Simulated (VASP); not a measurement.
NaH:

```
CELL_PARAMETERS angstrom
0.00000 2.59692 2.59692
2.59692 0.00000 2.59692
2.59692 2.59692 0.00000
ATOMIC_POSITIONS crystal
Na 0.00000 0.00000 0.00000
H 0.25000 0.25000 0.25000
```

Program: VASP 6.6.1. Alike in all runs: task single point; no spin polarisation; cell as given; cutoff (eV) 520; smearing gaussian 0.01 eV.

Problem. Order these runs on this cell by their band gap on the k mesh, lowest first.
A. level r2SCAN; potentials or basis VASP PAW PBE potentials, release 64 (Na_pv, H); k mesh 4 × 4 × 4
B. level LDA; potentials or basis VASP PAW LDA potentials, release 64 (Na_pv, H); k mesh 4 × 4 × 4
C. level PBE; potentials or basis VASP PAW PBE potentials, release 64 (Na_pv, H); k mesh 6 × 6 × 6

Solution. B (3.27 eV), C (3.63 eV), A (4.05 eV).

Caveats: some runs use coarse meshes.

A k mesh can miss the band edges.
